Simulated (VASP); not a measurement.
Set up this calculation in VASP 6.6.1, as the native input.

```
Task                   : single point
Functional             : LDA
Potentials or basis    : VASP PAW LDA potentials, release 64 (Ti_sv)
Cutoff                 : 520 eV
k mesh                 : 20 × 20 × 20
Occupations            : gaussian, width 0.15 eV
Spin                   : no spin polarisation
Dipole correction      : no
Further INCAR settings : ALGO = Normal; EDIFF = 1e-07; NBANDS = 12
```

The structure of Ti lies in POSCAR:

```
Ti
1.0
   -1.5671550000      1.5671550000      1.6410000000
    1.5671550000     -1.5671550000      1.6410000000
    1.5671550000      1.5671550000     -1.6410000000
Ti
1
Direct
    0.0000000000      0.0000000000      0.0000000000
```

This cell differs from its parent crystal: strain -0.0450 x Voigt [1, 1, 0, 0, 0, 0].

The input as run:

INCAR

```
PREC = Accurate
ENCUT = 520
EDIFF = 1E-7
ISMEAR = 0
SIGMA = 0.15
LREAL = F
LASPH = T
NELM = 100
ALGO = Normal
ISIF = 2
LWAVE = F
LCHARG = F
GGA = CA
NBANDS = 12
```

KPOINTS

```
regular mesh
0
Gamma
  20 20 20
```

Potentials or basis: VASP PAW LDA potentials, release 64 (Ti_sv).

Command:

```bash
$ cat potpaw_LDA.64/Ti_sv/POTCAR > POTCAR
$ mpirun -np 1 vasp_std > vasp.out
```

It gave:

* Pressure: -1.9 GPa
* Band gap on the k mesh: zero (band 6 reaches 9.65 eV, above the bottom of band 7 at 8.01 eV)

Caveat: the cell differs from its parent crystal (strain -0.0450 x Voigt [1, 1, 0, 0, 0, 0]).

Run time: 97 s on 1 thread of Intel(R) Xeon(R) Platinum 8259CL CPU @ 2.50GHz (Skylake/Cascade Lake), on a shared host, peak memory 0.23 GiB.
